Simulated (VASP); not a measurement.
# KAlH5 (Immm) in VASP: notebook

Runs on KAlH5. Level: PBE. Tasks: single point, relaxation of cell and atoms.

Everything below comes from runs of VASP 6.6.1. Logs are shortened: lines on timing, memory, paths and dates and some standing lists are left out, and cuts for length are marked.

## Step 1: The cell of the first run

It takes space group Immm (No. 71, orthorhombic). The conventional cell has a = 3.661 Å, b = 6.563 Å, c = 7.952 Å, α = 90.00°, β = 90.00°, γ = 90.00°. K (site symmetry mmm) has 6 H at 2.25 to 2.37 Å within 3.0 Å. Within 2.3 Å of Al (site symmetry mmm) lie 6 H at 1.73 to 1.83 Å. Within 2.6 Å of H (site symmetry m2m) lie 1 Al at 1.78 Å and 2 K at 2.37 Å and 4 H at 2.48 to 2.56 Å. H (site symmetry mm2) has 1 Al at 1.73 Å and 1 K at 2.25 Å within 2.3 Å. Within 2.4 Å of H (site symmetry mmm) lie 2 Al at 1.83 Å.

The cell was generated, and may not be a known phase.

## Step 2: Single point, PBE

The input, INCAR:

```
ALGO     = Normal         # electronic algorithm
EDIFF    = 1E-6           # SCF threshold, eV
ENCUT    = 500            # plane-wave cutoff, eV
GGA      = PE             # functional
GGA_COMPAT= F            
ISIF     = 2              # what is computed and relaxed
ISMEAR   = 0              # smearing method
LASPH    = T              # aspherical terms in the spheres
LCHARG   = T              # write CHGCAR
LELF     = T              # ELF
LREAL    = F              # projectors in reciprocal space
LVHAR    = T            
LWAVE    = F              # write WAVECAR
NBANDS   = 18             # bands
NELM     = 120            # most SCF steps
PREC     = Accurate       # precision mode
SIGMA    = 0.1            # smearing width, eV
```

The input, KPOINTS:

```
k-points
0
Gamma
  6 6 6
```

The input, POSCAR:

```
KAlH5
1.0
   -1.8306246800      3.2814602100      3.9759577100
    1.8306246800     -3.2814602100      3.9759577100
    1.8306246800      3.2814602100     -3.9759577100
K Al H
1 1 5
Direct
    0.0000000000      0.0000000000      0.0000000000
    0.5000000000      0.5000000000      0.0000000000
    0.7716370100      0.5000000000      0.2716370100
    0.2283629900      0.5000000000      0.7283629900
    0.2830269900      0.2830269900      0.0000000000
    0.7169730100      0.7169730100      0.0000000000
    0.5000000000      0.0000000000      0.5000000000
```

Potentials or basis: VASP PAW PBE potentials, release 64 (K_sv, Al, H).

Run with:

```
$ cat potpaw_PBE.64/K_sv/POTCAR potpaw_PBE.64/Al/POTCAR potpaw_PBE.64/H/POTCAR > POTCAR
$ mpirun -np 1 vasp_std > vasp.out
```

OUTCAR:

```text
EDIFF = 1E-6
   ENCUT = 500
   GGA = PE
   ISIF = 2
   ISMEAR = 0
   LASPH = T
   LREAL = F
   NELM = 120
   PREC = Accurate

 ion  position               nearest neighbor table
   1  0.000  0.000  0.000-   5 2.25   6 2.25
   2  0.500  0.500  0.000-   5 1.73   6 1.73   3 1.78   4 1.78   7 1.83   7 1.83
   3  0.772  0.500  0.272-   2 1.78
   4  0.228  0.500  0.728-   2 1.78
   5  0.283  0.283  0.000-   2 1.73   1 2.25
   6  0.717  0.717  0.000-   2 1.73   1 2.25
   7  0.500  0.000  0.500-   2 1.83   2 1.83

  LATTYP: Found a body centered orthorhombic cell.
 ALAT       =     3.6612493600
 B/A-ratio  =     1.7925357643
 C/A-ratio  =     2.1719130925

  Lattice vectors:

 A1 = (  -1.8306246800,   3.2814602100,   3.9759577100)
 A2 = (   1.8306246800,  -3.2814602100,   3.9759577100)
 A3 = (   1.8306246800,   3.2814602100,  -3.9759577100)

Analysis of symmetry for initial positions (statically):
=====================================================================
 Subroutine PRICEL returns:
 Original cell was already a primitive cell.

 Routine SETGRP: Setting up the symmetry group for a
 body centered orthorhombic supercell.

 Subroutine GETGRP returns: Found  8 space group operations
 (whereof  8 operations were pure point group operations)
 out of a pool of  8 trial point group operations.

The static configuration has the point symmetry D_2h.

Analysis of symmetry for dynamics (positions and initial velocities):
=====================================================================
 Subroutine PRICEL returns:
 Original cell was already a primitive cell.

 Routine SETGRP: Setting up the symmetry group for a
 body centered orthorhombic supercell.

 Subroutine GETGRP returns: Found  8 space group operations
 (whereof  8 operations were pure point group operations)
 out of a pool of  8 trial point group operations.

The dynamic configuration has the point symmetry D_2h.

 Subroutine INISYM returns: Found  8 space group operations
 (whereof  8 operations are pure point group operations),
 and found     1 'primitive' translations

----------------------------------------------------------------------------------------

                                     Primitive cell

  volume of cell :      95.5363

  direct lattice vectors                    reciprocal lattice vectors
    -1.830624680  3.281460210  3.975957710     0.000000000  0.152371191  0.125755865
     1.830624680 -3.281460210  3.975957710     0.273130809  0.000000000  0.125755865
     1.830624680  3.281460210 -3.975957710     0.273130809  0.152371191  0.000000000

  length of vectors
     5.470594807  5.470594807  5.470594807     0.197563958  0.300690832  0.312757764

  position of ions in fractional coordinates (direct lattice)
     0.000000000  0.000000000  0.000000000
     0.500000000  0.500000000  0.000000000
     0.771637010  0.500000000  0.271637010
     0.228362990  0.500000000  0.728362990
     0.283026990  0.283026990  0.000000000
     0.716973010  0.716973010  0.000000000
     0.500000000  0.000000000  0.500000000

  ion indices of the primitive-cell ions
   primitive index   ion index
                 1           1
                 2           2
                 3           3
                 4           4
                 5           5
                 6           6
                 7           7

----------------------------------------------------------------------------------------

 KPOINTS: k-points

Automatic generation of k-mesh.
 Grid dimensions read from file:
 generate k-points for:    6    6    6

 Generating k-lattice:

  Cartesian coordinates                     Fractional coordinates (reciprocal lattice)
     0.000000000  0.025395198  0.020959311     0.166666667  0.000000000  0.000000000
     0.045521802  0.000000000  0.020959311     0.000000000  0.166666667  0.000000000
     0.045521802  0.025395198  0.000000000     0.000000000  0.000000000  0.166666667

  Length of vectors
     0.032927326  0.050115139  0.052126294

  Shift w.r.t. Gamma in fractional coordinates (k-lattice)
     0.000000000  0.000000000  0.000000000

 Subroutine IBZKPT returns following result:
 ===========================================

 Found     46 irreducible k-points:

 Following reciprocal coordinates:
            Coordinates               Weight
  0.000000  0.000000  0.000000      1.000000
  0.166667 -0.000000  0.000000      4.000000
  0.333333 -0.000000  0.000000      4.000000
  0.500000  0.000000  0.000000      2.000000
  0.000000  0.166667  0.000000      4.000000
  0.166667  0.166667  0.000000      8.000000
[... 16 lines left out ...]
 -0.166667  0.166667  0.166667      2.000000
  0.166667  0.333333  0.166667      4.000000
 [... further k-points ...]
   k-points           NKPTS =     46   k-points in BZ     NKDIM =     46   number of bands    NBANDS=     18
   number of dos      NEDOS =    301   number of ions     NIONS =      7
   total plane-waves  NPLWV =  64000
   dimension x,y,z NGX =    40 NGY =   40 NGZ =   40
   dimension x,y,z NGXF=    80 NGYF=   80 NGZF=   80
   ions per type =               1   1   5
   NGX,Y,Z   is equivalent  to a cutoff of  12.16, 12.16, 12.16 a.u.
   NGXF,Y,Z  is equivalent  to a cutoff of  24.31, 24.31, 24.31 a.u.
 SYSTEM =  unknown system
   PREC   = accura    normal or accurate (medium, high low for compatibility)
   ISTART =      0    job   : 0-new  1-cont  2-samecut
   ICHARG =      2    charge: 1-file 2-atom 10-const
   ISPIN  =      1    spin polarized calculation?
   LNONCOLLINEAR =      F non collinear calculations
   LSORBIT =      F    spin-orbit coupling
   LASPH  =      T    aspherical Exc in radial PAW
   ENCUT  =  500.0 eV  36.75 Ry    6.06 a.u.   9.97  9.97  9.97*2*pi/ulx,y,z
   NELM   =    120;   NELMIN=  2; NELMDL= -5     # of ELM steps
   EDIFF  = 0.1E-05   stopping-criterion for ELM
   LREAL  =      F    real-space projection
   EDIFFG = 0.1E-04   stopping-criterion for IOM
   NSW    =      0    number of steps for IOM
   IBRION =     -1    ionic relax: 0-MD 1-quasi-New 2-CG
   NFREE  =      0    steps in history (QN), initial steepest desc. (CG)
   ISIF   =      2    stress and relaxation
   ISYM   =      2    0-nonsym 1-usesym 2-fastsym
   POTIM  = 0.5000    time-step for ionic-motion
   TEBEG  =    0.0;   TEEND  =   0.0 temperature during run
   PSTRESS=    0.0 pullay stress
   NELECT =      17.0000    total number of electrons
   NUPDOWN=      -1.0000    fix difference up-down
   EMIN   =  10.00;   EMAX   =-10.00  energy-range for DOS
   EFERMI =   0.00;   METHOD = LEGACY
   ISMEAR =     0;   SIGMA  =   0.10  broadening in eV -4-tet -1-fermi 0-gaus
   EFERMI_NEDOS =   21; number of points for ismear=-14 and -15
   IALGO  =     38    algorithm
   IMIX   =      4    mixing-type and parameters
     AMIX     =   0.40;   BMIX     =  1.00
     AMIX_MAG =   1.60;   BMIX_MAG =  1.00
  volume/ion in A,a.u.               =      13.65        92.10
  Fermi-wavevector in a.u.,A,eV,Ry     =   0.920807  1.740072 11.536172  0.847885
  Thomas-Fermi vector in A             =   2.046153
   LORBIT       =      0    0 simple, 1 ext, 2 COOP (PROOUT), +10 PAW based schemes
   GGA     = PE    functional components
   LHFCALC =     F    Hartree Fock is set to
   AEXX    =    0.0000 exact exchange contribution
   IVDW    =     0    specifies the selected vdW correction
   LEPSILON=     F    determine dielectric tensor
   LRPA    =     F    only Hartree local field effects (RPA)
 non-spin polarized calculation
 Gauss-broadening in eV      SIGMA  =   0.10
  energy-cutoff  :      500.00
  volume of cell :       95.54
 maximum number of plane-waves:      2450
   NGX = 19   NGY = 19   NGZ = 19

 number of electron      17.0000000 magnetization

 Free energy of the ion-electron system (eV)
  ---------------------------------------------------
  ext. energy  EPLUGINS =         0.00000000
  ---------------------------------------------------
  free energy    TOTEN  =       -19.98250722 eV

  energy without entropy =      -19.95764912  energy(sigma->0) =      -19.97007817

 E-fermi :  -1.2704     XC(G=0):  -7.3305

 val. band max:       -1.2726854483   @ k =   0.3333  -0.0000   0.0000
 cond. band min:      -1.2695208860   @ k =  -0.3333   0.1667  -0.0000
 fundamental gap:      0.0031645624
 Fermi energy:        -1.2704031214

 k-point     1 :       0.0000    0.0000    0.0000
  band No.  band energies     occupation
      1     -29.8096      2.00000
      2     -13.4159      2.00000
      3     -13.3926      2.00000
      4     -13.1893      2.00000
      5      -7.7290      2.00000
      6      -3.1221      2.00000
[... 10 lines left out ...]
     17       7.8589      0.00000
     18       9.4083      0.00000

 k-point     2 :       0.1667   -0.0000    0.0000
  band No.  band energies     occupation
      1     -29.8095      2.00000
      2     -13.4205      2.00000
      3     -13.3960      2.00000
      4     -13.1895      2.00000
      5      -7.6404      2.00000
      6      -3.5061      2.00000
[... 10 lines left out ...]
     17       8.6971      0.00000
     18       9.4473      0.00000

 k-point     3 :       0.3333   -0.0000    0.0000
  band No.  band energies     occupation
      1     -29.8093      2.00000
      2     -13.4342      2.00000
      3     -13.3981      2.00000
      4     -13.1898      2.00000
      5      -7.4399      2.00000
      6      -4.1039      2.00000
[... 412 lines left out ...]
 k-point    23 :      -0.1667    0.1667    0.1667
  band No.  band energies     occupation
      1     -29.7826      2.00000
      2     -13.5482      2.00000
      3     -13.3854      2.00000
      4     -13.3139      2.00000
      5      -6.6548      2.00000
      6      -3.3025      2.00000
[... 10 lines left out ...]
     17       8.9233      0.00000
     18       9.6783      0.00000

 k-point    24 :       0.1667    0.3333    0.1667
  band No.  band energies     occupation
      1     -29.7734      2.00000
      2     -13.6576      2.00000
      3     -13.3802      2.00000
      4     -13.2916      2.00000
      5      -5.7474      2.00000
      6      -4.3343      2.00000
[... 10 lines left out ...]
     17       8.3987      0.00000
     18       9.3116      0.00000

 [... further k-points ...]

------------------------ aborting loop because EDIFF is reached ----------------------------------------

  FORCE on cell =-STRESS in cart. coord.  units (eV):
  Direction    XX          YY          ZZ          XY          YZ          ZX
  --------------------------------------------------------------------------------------
  -------------------------------------------------------------------------------------
  Total        1.6359597     -0.9309169      0.7217260     -0.0000000      0.0000000      0.0000000
  in kB       27.4356333    -15.6118109     12.1036049     -0.0000000      0.0000000      0.0000000
  external PRESSURE =       7.9758091 kB  Pullay stress =       0.0000000 kB

 VOLUME and BASIS-vectors are now :
 -----------------------------------------------------------------------------
  energy-cutoff  :      500.00
  volume of cell :       95.54
      direct lattice vectors                 reciprocal lattice vectors
    -1.830624680  3.281460210  3.975957710     0.000000000  0.152371191  0.125755865
     1.830624680 -3.281460210  3.975957710     0.273130809  0.000000000  0.125755865
     1.830624680  3.281460210 -3.975957710     0.273130809  0.152371191  0.000000000

 POSITION                                       TOTAL-FORCE (eV/Angst)
 -----------------------------------------------------------------------------------
      0.00000      0.00000      0.00000        -0.000000      0.000000     -0.000000
      0.00000      0.00000      3.97596        -0.000000      0.000000     -0.000000
      0.00000      1.78273      3.97596        -0.000000     -0.954418      0.000000
      1.83062      1.49873      0.00000        -0.000000      0.954418     -0.000000
      0.00000      0.00000      2.25061         0.000000     -0.000000      0.866556
      0.00000      0.00000      5.70131         0.000000      0.000000     -0.866556
      0.00000      3.28146      0.00000        -0.000000      0.000000     -0.000000
 -----------------------------------------------------------------------------------
    total drift:                               -0.000000     -0.000000     -0.000000

  FREE ENERGIE OF THE ION-ELECTRON SYSTEM (eV)
  ---------------------------------------------------
  free  energy   TOTEN  =       -19.9825072209 eV

  energy  without entropy=      -19.9576491157  energy(sigma->0) =      -19.97007817
```

Wall time 1.7 min (1 thread of Intel Xeon Platinum 8259CL at 2.50GHz (Skylake/Cascade Lake), shared host); peak memory 0.28 GiB.

What came out:

* Free energy: -19.9825 eV
* Pressure: 0.8 GPa
* Largest force: 0.954 eV/Å
* Band gap on the k mesh: zero (an odd number of electrons rules out a gap without spin polarisation)

Forces on the atoms (eV/Å):
```
K    0.000  0.000  0.000
Al   0.000  0.000  0.000
H    0.000 -0.954  0.000
H    0.000  0.954  0.000
H    0.000  0.000  0.867
H    0.000  0.000 -0.867
H    0.000  0.000  0.000
```

Stress tensor (GPa, compression positive):
```
 2.74  0.00  0.00
 0.00 -1.56  0.00
 0.00  0.00  1.21
```

Caveat: an odd number of electrons without spin polarisation forces a metal; a magnetic or distorted state may lie lower.

## Step 3: Single point, PBE

This run uses another cell than the first one, of 15.66 Å³/atom.

The input, INCAR:

```
  PREC = Accurate
  ENCUT = 500
  EDIFF = 1E-6
  ISMEAR = 0
  SIGMA = 0.1
  LREAL = False
  LASPH = True
  NELM = 120
  ALGO = Normal
  ISIF = 2
  LWAVE = False
  LCHARG = False
  GGA = PE
  NBANDS = 18
  GGA_COMPAT = False
```

The input, KPOINTS:

```
regular mesh
0
Gamma
  6 6 6
```

The input, POSCAR:

```
KAlH5
1.0
   -1.8629592361      3.4479968613      4.2670762187
    1.8629592361     -3.4479968613      4.2670762187
    1.8629592361      3.4479968613     -4.2670762187
K Al H
1 1 5
Direct
    0.0000000000      0.0000000000      0.0000000000
    0.5000000000      0.5000000000      0.0000000000
    0.7457410326      0.5000000000      0.2457410326
    0.2542589674      0.5000000000      0.7542589674
    0.3030158009      0.3030158009      0.0000000000
    0.6969841991      0.6969841991      0.0000000000
    0.5000000000      0.0000000000      0.5000000000
```

Potentials or basis: VASP PAW PBE potentials, release 64 (K_sv, Al, H).

Run with:

```
$ cat potpaw_PBE.64/K_sv/POTCAR potpaw_PBE.64/Al/POTCAR potpaw_PBE.64/H/POTCAR > POTCAR
$ mpirun -np 1 vasp_std > vasp.out
```

It took 2.1 min on 1 thread of Intel Xeon Platinum 8259CL at 2.50GHz (Skylake/Cascade Lake), shared host; peak memory 0.29 GiB.

It converged, with:

```
Free energy            : -20.3046 eV
Pressure               : -0.1 GPa
Largest force          : 0.016 eV/Å
Band gap on the k mesh : zero (an odd number of electrons rules out a gap without spin polarisation)
```

Forces in eV/Å, atoms in the order of the input:
```
K    0.000  0.000  0.000
Al   0.000  0.000  0.000
H    0.000 -0.013  0.000
H    0.000  0.013  0.000
H    0.000  0.000  0.016
H    0.000  0.000 -0.016
H    0.000  0.000  0.000
```

Stress tensor (GPa, compression positive):
```
-0.21  0.00  0.00
 0.00 -0.03  0.00
 0.00  0.00 -0.01
```

Levels at points of the mesh, in eV from the Fermi level:
| k point | band 5 | band 6 | band 7 | band 8 | band 9 | band 10 | band 11 | band 12 |
| --- | --- | --- | --- | --- | --- | --- | --- | --- |
| (0.00, 0.00, 0.00) | -6.40 | -2.23 | -2.05 | -0.40 | -0.11 | 4.55 | 4.71 | 5.99 |
| (0.50, 0.00, 0.00) | -6.16 | -2.99 | -2.25 | 0.04 | 0.10 | 5.20 | 5.55 | 5.75 |
| (0.00, 0.50, 0.00) | -4.69 | -2.93 | -2.26 | -1.95 | 0.19 | 4.99 | 5.81 | 5.96 |
| (0.50, 0.50, 0.00) | -4.79 | -2.89 | -2.05 | -1.82 | -0.08 | 4.66 | 4.70 | 5.88 |
| (0.50, 0.50, 0.50) | -6.16 | -2.53 | -2.42 | -0.89 | 0.14 | 5.81 | 6.29 | 7.24 |

Caveat: an odd number of electrons without spin polarisation forces a metal; a magnetic or distorted state may lie lower.

## Step 4: Relaxation of cell and atoms, PBE

The input, INCAR:

```
  PREC = Accurate
  ENCUT = 500
  EDIFF = 1E-7
  ISMEAR = 0
  SIGMA = 0.1
  LREAL = F
  LASPH = T
  NELM = 120
  ALGO = Normal
  ISIF = 3
  LWAVE = F
  LCHARG = F
  GGA = PE
  IBRION = 2
  NSW = 90
  EDIFFG = -0.04
  GGA_COMPAT = F
  NELMIN = 4
```

The input, KPOINTS:

```
Automatic mesh
0
Gamma
  6 6 6
```

The input, POSCAR:

```
KAlH5
1.0
   -1.8306246800      3.2814602100      3.9759577100
    1.8306246800     -3.2814602100      3.9759577100
    1.8306246800      3.2814602100     -3.9759577100
K Al H
1 1 5
Direct
    0.0000000000      0.0000000000      0.0000000000
    0.5000000000      0.5000000000      0.0000000000
    0.7716370100      0.5000000000      0.2716370100
    0.2283629900      0.5000000000      0.7283629900
    0.2830269900      0.2830269900      0.0000000000
    0.7169730100      0.7169730100      0.0000000000
    0.5000000000      0.0000000000      0.5000000000
```

Run with:

```
$ cat potpaw_PBE.64/K_sv/POTCAR potpaw_PBE.64/Al/POTCAR potpaw_PBE.64/H/POTCAR > POTCAR
$ mpirun -np 1 vasp_std > vasp.out
```

Wall time 8.2 min (1 thread of Intel Xeon Platinum 8259CL at 2.50GHz (Skylake/Cascade Lake), shared host); peak memory 0.28 GiB.

It converged, with:

```
Free energy                           : -20.2868 eV
Relaxed volume                        : 15.57 Å³/atom
Relaxed cell                          : a = 5.790 Å, b = 5.790 Å, c = 5.790 Å, α = 142.44°, β = 108.05°, γ = 84.11°
Space group after relaxing (to 0.1 Å) : Immm (No. 71)
Energy gained by relaxing             : 43.5 meV/atom
Ionic steps                           : 10
Pressure after relaxing               : 0.0 GPa
Largest force after relaxing          : 0.037 eV/Å
Band gap on the k mesh                : zero (an odd number of electrons rules out a gap without spin polarisation)
```

Forces in eV/Å, atoms in the order of the input:
```
K    0.000  0.000  0.000
Al   0.000  0.000  0.000
H    0.000 -0.037  0.000
H    0.000  0.037  0.000
H    0.000  0.000 -0.005
H    0.000  0.000  0.005
H    0.000  0.000  0.000
```

Stress tensor (GPa, compression positive):
```
-0.02  0.00  0.00
 0.00  0.17  0.00
 0.00  0.00 -0.22
```

The path:
| step | energy change (eV) | largest force (eV/Å) | pressure (GPa) | volume (Å³) |
| --- | --- | --- | --- | --- |
| 1 | 0.0000 | 0.9544 | 0.80 | 95.54 |
| 2 | -0.1483 | 0.5283 | 1.34 | 96.47 |
| 3 | -0.2107 | 0.0954 | 2.29 | 97.57 |
| 4 | -0.2571 | 0.0680 | 1.18 | 101.44 |
| 5 | -0.2718 | 0.2854 | -1.07 | 112.09 |
| 6 | -0.2828 | 0.1987 | -0.30 | 107.90 |
| 7 | -0.2931 | 0.0778 | -0.21 | 108.39 |
| 8 | -0.2979 | 0.0833 | -0.07 | 108.99 |
| 9 | -0.3028 | 0.0532 | -0.05 | 109.00 |
| 10 | -0.3043 | 0.0371 | -0.02 | 108.99 |

Final structure:
```xyz
7
Lattice="-1.8637 3.4011 4.2987 1.8637 -3.4011 4.2987 1.8637 3.4011 -4.2987" Properties=species:S:1:pos:R:3 pbc="T T T"
K     0.0000    0.0000    0.0000
Al    0.0000    0.0000    4.2987
H     0.0000    1.6929    4.2987
H     1.8637    1.7082    0.0000
H     0.0000    0.0000    2.6181
H     0.0000    0.0000    5.9793
H     0.0000    3.4011    0.0000
```

Levels at points of the mesh, in eV from the Fermi level:
```tsv
k point	band 5	band 6	band 7	band 8	band 9	band 10	band 11	band 12
(0.00, 0.00, 0.00)	-6.41	-2.23	-2.04	-0.43	-0.11	4.58	4.76	5.98
(0.50, 0.00, 0.00)	-6.16	-3.01	-2.25	0.05	0.10	5.25	5.55	5.72
(0.00, 0.50, 0.00)	-4.71	-2.94	-2.29	-1.94	0.19	5.00	5.83	6.01
(0.50, 0.50, 0.00)	-4.81	-2.89	-2.06	-1.82	-0.08	4.66	4.72	5.90
(0.50, 0.50, 0.50)	-6.18	-2.54	-2.41	-0.90	0.14	5.79	6.38	7.24
```

Caveat: an odd number of electrons without spin polarisation forces a metal; a magnetic or distorted state may lie lower.

(Part 1 of 2 ends here.)
